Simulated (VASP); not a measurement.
The system is NaCl.

```
CELL_PARAMETERS angstrom
0.05247 2.81144 2.81144
2.81144 0.05247 2.81144
2.81144 2.81144 0.05247
ATOMIC_POSITIONS crystal
Na 0.00000 0.00000 0.00000
Cl 0.50000 0.50000 0.50000
```

This cell differs from its parent crystal: epitaxial 111 strain -1.6%.

Program: VASP 6.6.1. Alike in all runs: task single point; potentials or basis VASP PAW PBE potentials, release 64 (Na_pv, Cl); no spin polarisation; cell as given; cutoff (eV) 520.

Task: Order these runs on this cell by their band gap on the k mesh, lowest first.
A. level r2SCAN; k mesh 8 × 8 × 8; smearing gaussian 0.01 eV
B. level PBE; k mesh 8 × 8 × 8; smearing fermi-dirac 0.02 eV
C. level HSE06; k mesh 6 × 6 × 6; smearing gaussian 0.01 eV; grid for exact exchange (PRECFOCK) Normal; share of exact exchange 0.25; screening parameter 0.2079 1/Å

Result: B (5.21 eV), A (6.04 eV), C (6.59 eV).
